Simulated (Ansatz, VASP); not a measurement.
# One calculation of CdF2, two programs

```
Cd F
1.0
     0.00000    2.69400    2.69400
     2.69400    0.00000    2.69400
     2.69400    2.69400    0.00000
Cd F
1 2
Direct
  0.94432 0.05568 0.94432
  0.25000 0.25000 0.25000
  0.75000 0.75000 0.75000
```

Alike in both runs: task single point; functional r2SCAN; k mesh 8 × 8 × 8; occupations gaussian, width 0.05 eV; no spin polarisation.

|  | VASP | Ansatz |
| --- | --- | --- |
| version | VASP 6.6.1 | Ansatz 0.2.0 |
| potentials or method | VASP PAW PBE potentials, release 64 (Cd, F), cutoff 520 eV | scalar-relativistic, plane waves, PAW |
| valence electrons in the cell | 26 | 34 |

```csv
,VASP,Ansatz,Ansatz less VASP
gap on the k mesh at the Fermi level (eV),3.62,3.68,+0.060
least direct gap on the mesh (eV),4.25,4.30,+0.055
pressure (GPa),6.4,5.0,-1.34
"traceless stress, the component that is largest in VASP (GPa)",-3.11,-2.71,+0.403
rms of the force components (eV/Å),0.721,0.648,-0.0731
```

VASP's potentials were made for PBE, not for r2SCAN. Atom by atom the forces differ by 0.073 eV/Å (rms over components). VASP's potentials hold 26 valence electrons a cell and Ansatz's 34, so a difference there can come from the potentials and not from the codes.
